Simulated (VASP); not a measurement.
Au:

```
CELL_PARAMETERS angstrom
2.56388 0.00000 0.00000
0.00000 2.56388 0.00000
0.00000 0.00000 2.62694
ATOMIC_POSITIONS crystal
Au 0.00000 0.00000 0.00000
```

* Program: VASP 6.6.1
* Task: relaxation of cell and atoms
* Functional: PBE
* Potentials or basis: VASP PAW PBE potentials, release 64 (Au)
* Cutoff: 600 eV
* k mesh: 6 × 6 × 6
* Occupations: gaussian, width 0.1 eV
* Spin: no spin polarisation

At the start: pressure 30.6 GPa; volume 17.27 Å³/atom.

Where does the relaxation end?

Over 5 steps the energy falls by 249.4 meV/atom and the volume is 20.36 Å³/atom (+17.9 %); space group Pm-3m (No. 221, to 0.05 Å).

The path:
```csv
step,energy change (eV),largest force (eV/Å),pressure (GPa),volume (Å³)
1,0.0000,0.0000,30.64,17.27
2,0.0928,0.0000,-12.80,26.88
3,-0.2472,0.0000,-1.74,20.78
4,-0.2491,0.0000,-0.86,20.56
5,-0.2494,0.0000,0.11,20.36
```

Final structure:
```yaml
crystal:
  lattice:
    - [2.72753, 0.00000, 0.00000]
    - [0.00000, 2.72753, 0.00000]
    - [0.00000, 0.00000, 2.73641]
  atoms:
    - { symbol: Au, position: [0.00000, 0.00000, 0.00000] }
```

Caveat: the k points lie up to 0.38 Å⁻¹ apart in the final cell; the volume moved by over 15 % at a fixed basis, so the end points are rough.
